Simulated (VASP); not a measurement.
A run of VASP 6.6.1:

INCAR

```
SYSTEM = SrCl2
  PREC = Accurate
  ENCUT = 520
  EDIFF = 1E-6
  ISMEAR = 0
  SIGMA = 0.05
  LREAL = .FALSE.
  LASPH = .TRUE.
  NELM = 80
  ALGO = Normal
  ISIF = 2
  LWAVE = .FALSE.
  LCHARG = .TRUE.
  GGA = PE
  LELF = .TRUE.
  LVHAR = .TRUE.
  NBANDS = 19
```

The input KPOINTS:

```
regular mesh
0
G
  8 8 8
  0 0 0
```

File POSCAR:

```
SrCl2
1.0
    0.0000000000      3.4855019323      3.4855019323
    3.4855019323      0.0000000000      3.4855019323
    3.4855019323      3.4855019323      0.0000000000
Sr Cl
1 2
Direct
    0.0000000000      0.0000000000      0.0000000000
    0.2500000000      0.2500000000      0.2500000000
    0.7500000000      0.7500000000      0.7500000000
```

Potentials or basis: VASP PAW PBE potentials, release 64 (Sr_sv, Cl).

The run is started by

```sh
$ cat potpaw_PBE.64/Sr_sv/POTCAR potpaw_PBE.64/Cl/POTCAR > POTCAR
$ mpirun -np 1 vasp_std > vasp.out
```

Hardware: 1 thread of AMD EPYC 7R43 64-Core Processor (Zen 3) (shared host).

Estimate the wall time of this run.

Run time: 100 s on 1 thread of AMD EPYC 7R43 64-Core Processor (Zen 3), on a shared host, peak memory 0.2 GiB. Counts: scf iterations 13, k points 29.
